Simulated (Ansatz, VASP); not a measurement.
Two plane-wave programs on Al

INCAR

```
PREC = Accurate
ENCUT = 520
EDIFF = 1E-6
ISMEAR = -1
SIGMA = 0.1
LREAL = False
LASPH = True
NELM = 60
ALGO = Normal
ISIF = 2
LWAVE = False
LCHARG = True
GGA = RE
LELF = True
LVHAR = True
NBANDS = 8
```

File KPOINTS:

```
Automatic mesh
0
Gamma
  13 13 13
```

The input POSCAR:

```
Al
1.0
    2.7712798726      0.0000000000      0.0000000000
    0.0000000000      2.7712798726      0.0000000000
    0.0000000000      0.0000000000      2.7712798726
Al
1
Direct
    0.0000000000      0.0000000000      0.0000000000
```

Input for Ansatz:

```yaml
crystal:
  lattice:
    - [2.7712798726, 0.0, 0.0]
    - [0.0, 2.7712798726, 0.0]
    - [0.0, 0.0, 2.7712798726]
  atoms:
    - { symbol: Al, position: [0.0, 0.0, 0.0] }
hamiltonian:
  xc: revpbe
  pseudopotentials:
    kind: paw
    azcp:
      Al: "pseudopotentials/Al.paw.azcp"
basis:
  ecutwfc: 420
  fft_grid_basis: typed
kpoints:
  mp_grid: { grid: [13, 13, 13], shift: [0, 0, 0] }
magnetization:
  spin_polarized: false
scf:
  occupations: { method: fermi_dirac, width: 0.1 }
  lower_state_search: "off"
output:
  stress: true
  write_density: true
  write_potential: true
  elf: true
  volumetric_format: npy
```

Alike in both runs: task single point; functional revPBE; k mesh 13 × 13 × 13; occupations fermi-dirac, width 0.1 eV; no spin polarisation.

|  | VASP | Ansatz |
| --- | --- | --- |
| version | VASP 6.6.1 | Ansatz 0.2.0 |
| potentials or method | VASP PAW PBE potentials, release 64 (Al), cutoff 520 eV | plane waves (420 eV) with PAW, scalar-relativistic |
| valence electrons in the cell | 3 | 3 |

Ansatz gave:

* pressure (GPa): -2.0

Task: What did VASP give for the same quantities?

Result: Pressure (GPa): -2.1.

VASP's potentials were made for PBE, not for revPBE.
